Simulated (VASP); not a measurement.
# MnPbO3 (Pm-3m) in VASP: single point with LDA

Aim: the single point of MnPbO3 with LDA.

Everything below comes from runs of VASP 6.6.1. Logs are shortened: lines on timing, memory, paths and dates and some standing lists are left out, and cuts for length are marked.

## (1) The cell of the first run

It takes space group Pm-3m (No. 221, cubic). The conventional cell has a = 3.915 Å, b = 3.915 Å, c = 3.915 Å, α = 90.00°, β = 90.00°, γ = 90.00°. Mn (site symmetry m-3m) has 6 O at 1.96 Å within 2.6 Å. Within 3.6 Å of Pb (site symmetry m-3m) lie 12 O at 2.77 Å and 8 Mn at 3.39 Å. Within 2.6 Å of O (site symmetry 4/mmm) lie 2 Mn at 1.96 Å.

## (2) Single point, LDA, collinear spin, ferromagnetic start

Input file INCAR:

```
PREC = Accurate
ENCUT = 520
EDIFF = 1E-6
ISMEAR = -1
SIGMA = 0.1
LREAL = False
LASPH = True
NELM = 150
ALGO = Normal
ISIF = 2
LWAVE = False
LCHARG = True
ISPIN = 2
MAGMOM = 5.2 0 0 0 0
LORBIT = 11
LMAXMIX = 4
GGA = CA
LELF = True
LVHAR = True
NBANDS = 34
```

Input file KPOINTS:

```
regular mesh
0
Gamma
  6 6 6
```

Input file POSCAR:

```
MnPbO3
1.0
    3.9146330000      0.0000000000      0.0000000000
    0.0000000000      3.9146330000      0.0000000000
    0.0000000000      0.0000000000      3.9146330000
Mn Pb O
1 1 3
Direct
    0.5000000000      0.5000000000      0.5000000000
    0.0000000000      0.0000000000      0.0000000000
    0.0000000000      0.5000000000      0.5000000000
    0.5000000000      0.0000000000      0.5000000000
    0.5000000000      0.5000000000      0.0000000000
```

Potentials or basis: VASP PAW LDA potentials, release 64 (Mn_pv, Pb_d, O).

On the command line:

```bash
$ cat potpaw_LDA.64/Mn_pv/POTCAR potpaw_LDA.64/Pb_d/POTCAR potpaw_LDA.64/O/POTCAR > POTCAR
$ mpirun -np 1 vasp_std > vasp.out
```

OUTCAR:

```text
PREC = Accurate
   ENCUT = 520
   EDIFF = 1E-6
   ISMEAR = -1
   LREAL = False
   LASPH = True
   NELM = 150
   ISIF = 2
   ISPIN = 2
   LORBIT = 11
   GGA = CA

 ion  position               nearest neighbor table
   1  0.500  0.500  0.500-   3 1.96   4 1.96   5 1.96   5 1.96   4 1.96   3 1.96   2 3.39   2 3.39
                             2 3.39   2 3.39   2 3.39   2 3.39   2 3.39   2 3.39
   2  0.000  0.000  0.000-   3 2.77   4 2.77   5 2.77   3 2.77   4 2.77   3 2.77   5 2.77   3 2.77
                             4 2.77   5 2.77   4 2.77   5 2.77   1 3.39   1 3.39   1 3.39   1 3.39
   3  0.000  0.500  0.500-   1 1.96   1 1.96   2 2.77   2 2.77   2 2.77   2 2.77
   4  0.500  0.000  0.500-   1 1.96   1 1.96   2 2.77   2 2.77   2 2.77   2 2.77
   5  0.500  0.500  0.000-   1 1.96   1 1.96   2 2.77   2 2.77   2 2.77   2 2.77

  LATTYP: Found a simple cubic cell.
 ALAT       =     3.9146330000

  Lattice vectors:

 A1 = (   3.9146330000,   0.0000000000,   0.0000000000)
 A2 = (   0.0000000000,   3.9146330000,   0.0000000000)
 A3 = (   0.0000000000,   0.0000000000,   3.9146330000)

Analysis of symmetry for initial positions (statically):
=====================================================================
 Subroutine PRICEL returns:
 Original cell was already a primitive cell.

 Routine SETGRP: Setting up the symmetry group for a
 simple cubic supercell.

 Subroutine GETGRP returns: Found 48 space group operations
 (whereof 48 operations were pure point group operations)
 out of a pool of 48 trial point group operations.

The static configuration has the point symmetry O_h .

Analysis of symmetry for dynamics (positions and initial velocities):
=====================================================================
 Subroutine PRICEL returns:
 Original cell was already a primitive cell.

 Routine SETGRP: Setting up the symmetry group for a
 simple cubic supercell.

 Subroutine GETGRP returns: Found 48 space group operations
 (whereof 48 operations were pure point group operations)
 out of a pool of 48 trial point group operations.

The dynamic configuration has the point symmetry O_h .

Analysis of structural, dynamic, and magnetic symmetry:
=====================================================================
 Subroutine PRICEL returns:
 Original cell was already a primitive cell.

 Routine SETGRP: Setting up the symmetry group for a
 simple cubic supercell.

 Subroutine GETGRP returns: Found 48 space group operations
[... 132 lines left out ...]
   IVDW    =     0    specifies the selected vdW correction
   LEPSILON=     F    determine dielectric tensor
   LRPA    =     F    only Hartree local field effects (RPA)
 spin polarized calculation
  energy-cutoff  :      520.00
  volume of cell :       59.99
 maximum number of plane-waves:      1640
 NGX is ok and might be reduce to    30
   NGX = 15   NGY = 15   NGZ = 15

 number of electron      44.9999971 magnetization       2.9846034

 Free energy of the ion-electron system (eV)
  ---------------------------------------------------
  ext. energy  EPLUGINS =         0.00000000
  ---------------------------------------------------
  free energy    TOTEN  =       -38.22478571 eV

  energy without entropy =      -38.16299772  energy(sigma->0) =      -38.19389172

 E-fermi :   5.9595     XC(G=0): -12.1824

 val. band max:        5.9341774775   @ k =   0.5000   0.3333   0.1667
 cond. band min:       6.0115016641   @ k =   0.5000   0.3333   0.0000
 fundamental gap:      0.0773241867
 Fermi energy:         5.9594503089

 spin component 1

 k-point     1 :       0.0000    0.0000    0.0000
  band No.  band energies     occupation
      1     -43.8502      1.00000
      2     -43.8502      1.00000
      3     -43.8502      1.00000
      4     -12.5025      1.00000
      5     -11.0019      1.00000
      6     -11.0019      1.00000
[... 729 lines left out ...]
     33      20.2727      0.00000
     34      24.6006      0.00000
 Fermi energy:         5.9594503089

 spin component 2

 k-point     1 :       0.0000    0.0000    0.0000
  band No.  band energies     occupation
      1     -41.0160      1.00000
      2     -41.0160      1.00000
      3     -41.0160      1.00000
      4     -12.3926      1.00000
      5     -10.9029      1.00000
      6     -10.9029      1.00000
[... 729 lines left out ...]
     33      20.5536      0.00000
     34      24.6639      0.00000

------------------------ aborting loop because EDIFF is reached ----------------------------------------

  FORCE on cell =-STRESS in cart. coord.  units (eV):
  Direction    XX          YY          ZZ          XY          YZ          ZX
  --------------------------------------------------------------------------------------
  -------------------------------------------------------------------------------------
  Total       -6.2288627     -6.2288627     -6.2288627      0.0000000      0.0000000     -0.0000000
  in kB     -166.3589554   -166.3589554   -166.3589554      0.0000000      0.0000000     -0.0000000
  external PRESSURE =    -166.3589554 kB  Pullay stress =       0.0000000 kB

 VOLUME and BASIS-vectors are now :
 -----------------------------------------------------------------------------
  energy-cutoff  :      520.00
  volume of cell :       59.99
      direct lattice vectors                 reciprocal lattice vectors
     3.914633000  0.000000000  0.000000000     0.255451788  0.000000000  0.000000000
     0.000000000  3.914633000  0.000000000     0.000000000  0.255451788  0.000000000
     0.000000000  0.000000000  3.914633000     0.000000000  0.000000000  0.255451788

 POSITION                                       TOTAL-FORCE (eV/Angst)
 -----------------------------------------------------------------------------------
      1.95732      1.95732      1.95732         0.000000      0.000000      0.000000
      0.00000      0.00000      0.00000         0.000000      0.000000      0.000000
      0.00000      1.95732      1.95732         0.000000      0.000000      0.000000
      1.95732      0.00000      1.95732         0.000000      0.000000      0.000000
      1.95732      1.95732      0.00000         0.000000      0.000000      0.000000
 -----------------------------------------------------------------------------------
    total drift:                                0.000000      0.000000     -0.000000

  FREE ENERGIE OF THE ION-ELECTRON SYSTEM (eV)
  ---------------------------------------------------
  free  energy   TOTEN  =       -38.2247857142 eV

  energy  without entropy=      -38.1629977243  energy(sigma->0) =      -38.19389172

 total charge

# of ion       s       p       d       tot
------------------------------------------
    1        0.305   6.368   4.880  11.552
    2        1.502   0.365   9.859  11.726
    3        1.561   3.362   0.000   4.923
    4        1.561   3.362   0.000   4.923
    5        1.561   3.362   0.000   4.923
--------------------------------------------------
tot          6.490  16.819  14.739  38.048

 magnetization (x)

# of ion       s       p       d       tot
------------------------------------------
    1        0.009   0.008   2.739   2.756
    2       -0.021   0.018   0.001  -0.003
    3        0.004   0.026   0.000   0.030
    4        0.004   0.026   0.000   0.030
    5        0.004   0.026   0.000   0.030
--------------------------------------------------
tot          0.000   0.104   2.739   2.844
```

OSZICAR:

```text
N       E                     dE             d eps       ncg     rms          rms(c)
DAV:   1     0.539225869276E+03    0.53923E+03   -0.23265E+04  2768   0.163E+03
DAV:   2     0.974539873656E+01   -0.52948E+03   -0.48538E+03  2894   0.458E+02
DAV:   3    -0.459196868969E+02   -0.55665E+02   -0.53756E+02  3150   0.162E+02
DAV:   4    -0.478944273037E+02   -0.19747E+01   -0.19643E+01  3214   0.313E+01
DAV:   5    -0.479516889586E+02   -0.57262E-01   -0.57217E-01  3424   0.585E+00    0.323E+01
DAV:   6    -0.503325918957E+02   -0.23809E+01   -0.71616E+01  3220   0.674E+01    0.542E+01
DAV:   7    -0.397975609908E+02    0.10535E+02   -0.89368E+01  2900   0.850E+01    0.144E+01
DAV:   8    -0.385464539054E+02    0.12511E+01   -0.40880E+00  2832   0.145E+01    0.706E+00
DAV:   9    -0.382148606495E+02    0.33159E+00   -0.10279E+00  3192   0.859E+00    0.251E+00
DAV:  10    -0.382315944125E+02   -0.16734E-01   -0.13831E-01  3062   0.247E+00    0.125E+00
DAV:  11    -0.382267673338E+02    0.48271E-02   -0.14018E-02  3292   0.983E-01    0.947E-01
DAV:  12    -0.382250468873E+02    0.17204E-02   -0.45409E-03  3646   0.720E-01    0.416E-01
DAV:  13    -0.382247619889E+02    0.28490E-03   -0.25478E-03  3126   0.544E-01    0.710E-02
DAV:  14    -0.382247927602E+02   -0.30771E-04   -0.26858E-04  3360   0.135E-01    0.726E-02
DAV:  15    -0.382247859855E+02    0.67747E-05   -0.49958E-05  3588   0.739E-02    0.274E-02
DAV:  16    -0.382247857142E+02    0.27130E-06   -0.50925E-06  2806   0.156E-02
   1 F= -.38224786E+02 E0= -.38193892E+02  d E =-.617880E-01  mag=     2.9852
```

stdout:

```text
POSCAR found type information on POSCAR MnPbO
 POSCAR found :  3 types and       5 ions
 scaLAPACK will be used
 LDA part: xc-table for (Slater(with rela. corr.)+CA(PZ))
 , standard interpolation
 POSCAR, INCAR and KPOINTS ok, starting setup
 FFT: planning ... GRIDC
 FFT: planning ... GRID_SOFT
 FFT: planning ... GRID
 WAVECAR not read
 entering main loop
```

It took 84 s on 1 thread of Oxide Virtual Turin-like, shared host; peak memory 0.17 GiB.

Results:

- Free energy: -38.2248 eV
- Pressure: -16.6 GPa
- Band gap on the k mesh: zero (filled and empty bands overlap)
- Net moment: 2.98 μB per cell
- Site moments: Mn +2.76; Pb -0.00; O +0.03 μB
- Valence electrons inside the program's atomic spheres: Mn 11.55; Pb 11.73; O 4.92

Caveat: the cell stands under tension; spin-orbit coupling is left out, which moves the levels of the heavy elements; a cell with one magnetic atom can't hold antiferromagnetic order, which such compounds often take; semilocal functionals often make such compounds metallic where correlation or magnetic order opens a gap, which also shifts bond lengths.

The gap in the log of VASP goes by the Fermi energy; the results here count the filled bands.